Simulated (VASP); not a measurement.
# HfO2 (R3m) in VASP: electric field gradients with LDA

Aim: the electric field gradients of HfO2 with LDA.

Program: VASP 6.6.1. These are calculated values, not measurements. Logs are shortened: lines on timing, memory, paths and dates and some standing lists are left out, and cuts for length are marked.

## (1) The cell of the first run

It takes space group R3m (No. 160, trigonal). The conventional cell has a = 3.617 Å, b = 3.617 Å, c = 8.859 Å, α = 90.00°, β = 90.00°, γ = 120.00°. Within 1.9 Å of Hf (site symmetry 3m) lie 1 O at 1.42 Å. Within 1.9 Å of O (site symmetry 3m) lie 1 Hf at 1.42 Å. O (site symmetry 3m) has 4 Hf at 2.12 to 2.61 Å and 3 O at 2.35 Å within 2.8 Å.

## (2) Electric field gradients, LDA (shortest bond scaled by 0.64)

File INCAR:

```
SYSTEM = HfO2
PREC = Accurate
ENCUT = 520
EDIFF = 1E-8
ISMEAR = -1
SIGMA = 0.03
LREAL = .False.
LASPH = .True.
NELM = 100
ALGO = Normal
ISIF = 2
LWAVE = .False.
LCHARG = .False.
GGA = CA
LEFG = .True.
NBANDS = 18
```

File KPOINTS:

```
regular mesh
0
Gamma
  8 8 8
  0 0 0
```

File POSCAR:

```
HfO2
1.0
    0.0000000000      2.5575000000      2.5575000000
    2.5575000000      0.0000000000      2.5575000000
    2.5575000000      2.5575000000      0.0000000000
Hf O
1 2
Direct
   -0.1350000000      0.0450000000      0.0450000000
    0.3850000000      0.2050000000      0.2050000000
    0.7500000000      0.7500000000      0.7500000000
```

Potentials or basis: VASP PAW LDA potentials, release 64 (Hf_pv, O).

Started as:

```sh
$ cat potpaw_LDA.64/Hf_pv/POTCAR potpaw_LDA.64/O/POTCAR > POTCAR
$ mpirun -np 1 vasp_std > vasp.out
```

OUTCAR:

```text
SYSTEM = HfO2
   PREC = Accurate
   ENCUT = 520
   EDIFF = 1E-8
   ISMEAR = -1
   LREAL = .False.
   LASPH = .True.
   NELM = 100
   ISIF = 2
   GGA = CA

 ion  position               nearest neighbor table
   1  0.865  0.045  0.045-   2 1.42   3 2.12   3 2.12   3 2.12   2 2.59   2 2.59   2 2.59   3 2.61

   2  0.385  0.205  0.205-   1 1.42   1 2.59   1 2.59   1 2.59
   3  0.750  0.750  0.750-   1 2.12   1 2.12   1 2.12   1 2.61

 -----------------------------------------------------------------------------
|                                                                             |
|           W    W    AA    RRRRR   N    N  II  N    N   GGGG   !!!           |
|           W    W   A  A   R    R  NN   N  II  NN   N  G    G  !!!           |
|           W    W  A    A  R    R  N N  N  II  N N  N  G       !!!           |
|           W WW W  AAAAAA  RRRRR   N  N N  II  N  N N  G  GGG   !            |
|           WW  WW  A    A  R   R   N   NN  II  N   NN  G    G                |
|           W    W  A    A  R    R  N    N  II  N    N   GGGG   !!!           |
|                                                                             |
|     The distance between some ions is very small. Please check the          |
|     nearest-neighbor list in the OUTCAR file.                               |
|     I HOPE YOU KNOW WHAT YOU ARE DOING!                                     |
|                                                                             |
 -----------------------------------------------------------------------------

  LATTYP: Found a face centered cubic cell.
 ALAT       =     5.1150000000

  Lattice vectors:

 A1 = (   0.0000000000,   2.5575000000,   2.5575000000)
 A2 = (   2.5575000000,   0.0000000000,   2.5575000000)
 A3 = (   2.5575000000,   2.5575000000,   0.0000000000)

Analysis of symmetry for initial positions (statically):
=====================================================================
 Subroutine PRICEL returns:
 Original cell was already a primitive cell.

 Routine SETGRP: Setting up the symmetry group for a
 face centered cubic supercell.

 Subroutine GETGRP returns: Found  6 space group operations
 (whereof  6 operations were pure point group operations)
 out of a pool of 48 trial point group operations.

The static configuration has the point symmetry C_3v.

Analysis of symmetry for dynamics (positions and initial velocities):
=====================================================================
 Subroutine PRICEL returns:
 Original cell was already a primitive cell.

 Routine SETGRP: Setting up the symmetry group for a
 face centered cubic supercell.

 Subroutine GETGRP returns: Found  6 space group operations
 (whereof  6 operations were pure point group operations)
 out of a pool of 48 trial point group operations.

The dynamic configuration has the point symmetry C_3v.

 Subroutine INISYM returns: Found  6 space group operations
 (whereof  6 operations are pure point group operations),
 and found     1 'primitive' translations

----------------------------------------------------------------------------------------

                                     Primitive cell

  volume of cell :      33.4562

  direct lattice vectors                    reciprocal lattice vectors
     0.000000000  2.557500000  2.557500000    -0.195503421  0.195503421  0.195503421
     2.557500000  0.000000000  2.557500000     0.195503421 -0.195503421  0.195503421
     2.557500000  2.557500000  0.000000000     0.195503421  0.195503421 -0.195503421

  length of vectors
     3.616851186  3.616851186  3.616851186     0.338621859  0.338621859  0.338621859

  position of ions in fractional coordinates (direct lattice)
     0.865000000  0.045000000  0.045000000
     0.385000000  0.205000000  0.205000000
     0.750000000  0.750000000  0.750000000

  ion indices of the primitive-cell ions
   primitive index   ion index
                 1           1
                 2           2
                 3           3

----------------------------------------------------------------------------------------

 KPOINTS: regular mesh

Automatic generation of k-mesh.
 Grid dimensions read from file:
 generate k-points for:    8    8    8

 Generating k-lattice:

  Cartesian coordinates                     Fractional coordinates (reciprocal lattice)
    -0.024437928  0.024437928  0.024437928     0.125000000  0.000000000  0.000000000
     0.024437928 -0.024437928  0.024437928     0.000000000  0.125000000  0.000000000
     0.024437928  0.024437928 -0.024437928     0.000000000  0.000000000  0.125000000

  Length of vectors
     0.042327732  0.042327732  0.042327732

  Shift w.r.t. Gamma in fractional coordinates (k-lattice)
     0.000000000  0.000000000  0.000000000

 Subroutine IBZKPT returns following result:
 ===========================================

 Found     65 irreducible k-points:

 Following reciprocal coordinates:
            Coordinates               Weight
  0.000000  0.000000  0.000000      1.000000
  0.125000  0.000000  0.000000      2.000000
  0.000000  0.125000  0.000000      6.000000
  0.250000  0.000000  0.000000      2.000000
  0.000000  0.250000  0.000000      6.000000
  0.375000  0.000000  0.000000      2.000000
[... 16 lines left out ...]
 -0.250000  0.125000  0.000000      6.000000
  0.000000 -0.250000  0.125000     12.000000
 [... further k-points ...]
   k-points           NKPTS =     65   k-points in BZ     NKDIM =     65   number of bands    NBANDS=     18
   number of dos      NEDOS =    301   number of ions     NIONS =      3
   total plane-waves  NPLWV =  21952
   dimension x,y,z NGX =    28 NGY =   28 NGZ =   28
   dimension x,y,z NGXF=    56 NGYF=   56 NGZF=   56
   ions per type =               1   2
   NGX,Y,Z   is equivalent  to a cutoff of  12.87, 12.87, 12.87 a.u.
   NGXF,Y,Z  is equivalent  to a cutoff of  25.74, 25.74, 25.74 a.u.
 SYSTEM =  HfO2
   PREC   = accura    normal or accurate (medium, high low for compatibility)
   ISTART =      0    job   : 0-new  1-cont  2-samecut
   ICHARG =      2    charge: 1-file 2-atom 10-const
   ISPIN  =      1    spin polarized calculation?
   LNONCOLLINEAR =      F non collinear calculations
   LSORBIT =      F    spin-orbit coupling
   LASPH  =      T    aspherical Exc in radial PAW
   ENCUT  =  520.0 eV  38.22 Ry    6.18 a.u.   6.72  6.72  6.72*2*pi/ulx,y,z
   NELM   =    100;   NELMIN=  2; NELMDL= -5     # of ELM steps
   EDIFF  = 0.1E-07   stopping-criterion for ELM
   LREAL  =      F    real-space projection
   EDIFFG = 0.1E-06   stopping-criterion for IOM
   NSW    =      0    number of steps for IOM
   IBRION =     -1    ionic relax: 0-MD 1-quasi-New 2-CG
   NFREE  =      0    steps in history (QN), initial steepest desc. (CG)
   ISIF   =      2    stress and relaxation
   ISYM   =      2    0-nonsym 1-usesym 2-fastsym
   POTIM  = 0.5000    time-step for ionic-motion
   TEBEG  =    0.0;   TEEND  =   0.0 temperature during run
   PSTRESS=    0.0 pullay stress
   NELECT =      22.0000    total number of electrons
   NUPDOWN=      -1.0000    fix difference up-down
   EMIN   =  10.00;   EMAX   =-10.00  energy-range for DOS
   EFERMI =   0.00;   METHOD = LEGACY
   ISMEAR =    -1;   SIGMA  =   0.03  broadening in eV -4-tet -1-fermi 0-gaus
   EFERMI_NEDOS =   21; number of points for ismear=-14 and -15
   IALGO  =     38    algorithm
   IMIX   =      4    mixing-type and parameters
     AMIX     =   0.40;   BMIX     =  1.00
     AMIX_MAG =   1.60;   BMIX_MAG =  1.00
  volume/ion in A,a.u.               =      11.15        75.26
  Fermi-wavevector in a.u.,A,eV,Ry     =   1.423607  2.690227 27.574337  2.026657
  Thomas-Fermi vector in A             =   2.544186
   LORBIT       =      0    0 simple, 1 ext, 2 COOP (PROOUT), +10 PAW based schemes
   GGA     = CA    functional components
   LHFCALC =     F    Hartree Fock is set to
   AEXX    =    0.0000 exact exchange contribution
   IVDW    =     0    specifies the selected vdW correction
   LEPSILON=     F    determine dielectric tensor
   LRPA    =     F    only Hartree local field effects (RPA)
 non-spin polarized calculation
  energy-cutoff  :      520.00
  volume of cell :       33.46
 maximum number of plane-waves:       934
   NGX = 13   NGY = 13   NGZ = 13

 number of electron      21.9999997 magnetization

 Free energy of the ion-electron system (eV)
  ---------------------------------------------------
  ext. energy  EPLUGINS =         0.00000000
  ---------------------------------------------------
  free energy    TOTEN  =       -24.94979721 eV

  energy without entropy =      -24.94979721  energy(sigma->0) =      -24.94979721

 E-fermi :   3.9554     XC(G=0): -11.9300

 val. band max:        3.2259614145   @ k =   0.5000   0.5000   0.0000
 cond. band min:       7.1963147116   @ k =   0.0000  -0.3750   0.3750
 fundamental gap:      3.9703532970
 Fermi energy:         3.9553645889

 k-point     1 :       0.0000    0.0000    0.0000
  band No.  band energies     occupation
      1     -28.4036      2.00000
      2     -24.6952      2.00000
      3     -24.6952      2.00000
      4     -13.9045      2.00000
      5     -11.6477      2.00000
      6      -2.2443      2.00000
[... 10 lines left out ...]
     17      15.6573      0.00000
     18      18.0394      0.00000

 k-point     2 :       0.1250    0.0000    0.0000
  band No.  band energies     occupation
      1     -28.4621      2.00000
      2     -24.7051      2.00000
      3     -24.7051      2.00000
      4     -13.7164      2.00000
      5     -11.6663      2.00000
      6      -2.0537      2.00000
[... 10 lines left out ...]
     17      14.4661      0.00000
     18      18.0824      0.00000

 k-point     3 :       0.0000    0.1250    0.0000
  band No.  band energies     occupation
      1     -28.4193      2.00000
      2     -24.7607      2.00000
      3     -24.7026      2.00000
      4     -13.7253      2.00000
      5     -11.6576      2.00000
      6      -2.2761      2.00000
[... 412 lines left out ...]
 k-point    23 :      -0.2500    0.1250    0.0000
  band No.  band energies     occupation
      1     -28.6401      2.00000
      2     -24.8042      2.00000
      3     -24.7326      2.00000
      4     -13.1693      2.00000
      5     -11.4354      2.00000
      6      -1.4830      2.00000
[... 10 lines left out ...]
     17      14.2142      0.00000
     18      18.0977      0.00000

 k-point    24 :       0.0000   -0.2500    0.1250
  band No.  band energies     occupation
      1     -28.4689      2.00000
      2     -24.9869      2.00000
      3     -24.7591      2.00000
      4     -13.0530      2.00000
      5     -11.6547      2.00000
      6      -2.3723      2.00000
[... 10 lines left out ...]
     17      15.9358      0.00000
     18      17.3541      0.00000

 [... further k-points ...]

------------------------ aborting loop because EDIFF is reached ----------------------------------------

  FORCE on cell =-STRESS in cart. coord.  units (eV):
  Direction    XX          YY          ZZ          XY          YZ          ZX
  --------------------------------------------------------------------------------------
  -------------------------------------------------------------------------------------
  Total       21.3090213     21.3090213     21.3090213    -20.5349088     20.5349088    -20.5349088
  in kB     1020.4627659   1020.4627659   1020.4627659   -983.3914740    983.3914740   -983.3914740
  external PRESSURE =    1020.4627659 kB  Pullay stress =       0.0000000 kB

 VOLUME and BASIS-vectors are now :
 -----------------------------------------------------------------------------
  energy-cutoff  :      520.00
  volume of cell :       33.46
      direct lattice vectors                 reciprocal lattice vectors
     0.000000000  2.557500000  2.557500000    -0.195503421  0.195503421  0.195503421
     2.557500000  0.000000000  2.557500000     0.195503421 -0.195503421  0.195503421
     2.557500000  2.557500000  0.000000000     0.195503421  0.195503421 -0.195503421

 POSITION                                       TOTAL-FORCE (eV/Angst)
 -----------------------------------------------------------------------------------
      0.23018      2.32733      2.32733       -24.989141     24.989141     24.989141
      1.04857      1.50892      1.50892        26.203558    -26.203558    -26.203558
      3.83625      3.83625      3.83625        -1.214417      1.214417      1.214417
 -----------------------------------------------------------------------------------
    total drift:                                0.000052     -0.000053     -0.000053

  FREE ENERGIE OF THE ION-ELECTRON SYSTEM (eV)
  ---------------------------------------------------
  free  energy   TOTEN  =       -24.9497972056 eV

  energy  without entropy=      -24.9497972056  energy(sigma->0) =      -24.94979721

 Electric field gradients (V/A^2)
---------------------------------------------------------------------
 ion       V_xx      V_yy      V_zz      V_xy      V_xz      V_yz
---------------------------------------------------------------------
   1      -0.000     0.000     0.000   125.414   125.414  -125.416
   2       0.000    -0.000    -0.000     6.501     6.501    -6.497
   3       0.000    -0.000    -0.000    34.553    34.553   -34.556
---------------------------------------------------------------------

 Electric field gradients after diagonalization (V/A^2)
 (convention: |V_zz| > |V_xx| > |V_yy|)
----------------------------------------------------------------------
 ion       V_xx      V_yy      V_zz     asymmetry (V_yy - V_xx)/ V_zz
----------------------------------------------------------------------
   1     125.416   125.413  -250.829       0.000
   2       6.503     6.497   -12.999       0.000
   3      34.556    34.553   -69.108       0.000
----------------------------------------------------------------------

           NMR quadrupolar parameters

 Cq : quadrupolar parameter    Cq=e*Q*V_zz/h
 eta: asymmetry parameters     (V_yy - V_xx)/ V_zz
 Q  : nuclear electric quadrupole moment in mb (millibarn)
----------------------------------------------------------------------
 ion       Cq(MHz)       eta       Q (mb)
----------------------------------------------------------------------
   1      -0.607       0.000       1.000
   2      -0.031       0.000       1.000
   3      -0.167       0.000       1.000
----------------------------------------------------------------------
```

Wall time 20 s (1 thread of Intel Xeon 6975P-C (Granite Rapids), shared host); peak memory 0.16 GiB.

Results:

```
Free energy            : -24.9498 eV
Pressure               : 102.0 GPa
Largest force          : 45.386 eV/Å
Band gap on the k mesh : 3.97 eV, indirect (least direct gap 4.13 eV)
```

Forces on the atoms (eV/Å):
```
Hf  -24.989  24.989  24.989
O    26.204 -26.204 -26.204
O    -1.214   1.214   1.214
```

Electric field gradients, principal values (V/Å²):
```
atom    least   middle  greatest (by size)
1 Hf  125.413  125.416            -250.829
 2 O    6.497    6.503             -12.999
 3 O   34.553   34.556             -69.108
```

Caveat: the cell differs from its parent crystal (shortest bond scaled by 0.64); without QUAD_EFG the Cq values of the log hold for a quadrupole moment of 1 mb, not for the nuclei; spin-orbit coupling is left out, which moves the levels of the heavy elements; forces of over 1 eV/Å act on the atoms, so gaps and moduli don't describe the material at rest. A k mesh can miss the band edges.
